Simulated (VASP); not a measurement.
Runs of VASP 6.6.1 on LiCl. The structure is cubic, space group Fm-3m (No. 225). Conventional cell: a = 5.112 Å, b = 5.112 Å, c = 5.112 Å, α = 90.00°, β = 90.00°, γ = 90.00°. Li (site symmetry m-3m) has 6 Cl at 2.56 Å within 3.4 Å. Within 3.4 Å of Cl (site symmetry m-3m) lie 6 Li at 2.56 Å. 

| level | k mesh | grid for exact exchange (PRECFOCK) | screening parameter | gap on the mesh (eV) |
| --- | --- | --- | --- | --- |
| PBE0 | 6 × 6 × 6 | Normal | - | (a) |
| PBE | 6 × 6 × 6 | - | - | 6.40 |
| HSE06 | 6 × 6 × 6 | Normal | 0.2079 1/Å | 7.79 |
| r2SCAN | 6 × 6 × 6 | - | - | 7.36 |
| PBE | 8 × 8 × 8 | - | - | 6.40 |

Alike in all rows: task single point; potentials or basis VASP PAW PBE potentials, release 64 (Li_sv, Cl); no spin polarisation; cell as given; cutoff (eV) 520; smearing gaussian 0.01 eV.

Problem. Fill in the values left out.

Solution. (a) 8.52.

A k mesh can miss the band edges.
